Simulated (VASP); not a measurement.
YCu, 2 atoms in the cell. The structure is cubic, space group Pm-3m (No. 221). Conventional cell: a = 3.481 Å, b = 3.481 Å, c = 3.481 Å, α = 90.00°, β = 90.00°, γ = 90.00°. Y (site symmetry m-3m) has 8 Cu at 3.01 Å and 6 Y at 3.48 Å within 4.0 Å. Cu (site symmetry m-3m) has 8 Y at 3.01 Å and 6 Cu at 3.48 Å within 4.0 Å. 

```yaml
Program: VASP 6.6.1
Task: single point
Functional: LDA
Potentials_or_basis: VASP PAW LDA potentials, release 64 (Y_sv, Cu)
Cutoff: 520 eV
k_mesh: 8 × 8 × 8
Occupations: methfessel-paxton, width 0.15 eV
Spin: no spin polarisation
Dipole_correction: no
Further_INCAR_settings: ALGO = Normal; EDIFF = 1e-07; NBANDS = 18
```

Potentials or basis: VASP PAW LDA potentials, release 64 (Y_sv, Cu).

Launch:

```console
$ cat potpaw_LDA.64/Y_sv/POTCAR potpaw_LDA.64/Cu/POTCAR > POTCAR
$ mpirun -np 1 vasp_std > vasp.out
```

Hardware: 1 thread of Intel(R) Xeon(R) Platinum 8259CL CPU @ 2.50GHz (Skylake/Cascade Lake), with other jobs on the host.

Q: Estimate the wall time of this run.

A: Wall time 28 s on 1 thread of Intel(R) Xeon(R) Platinum 8259CL CPU @ 2.50GHz (Skylake/Cascade Lake), on a shared host, peak memory 0.17 GiB. Counts: scf iterations 17, k points 35.
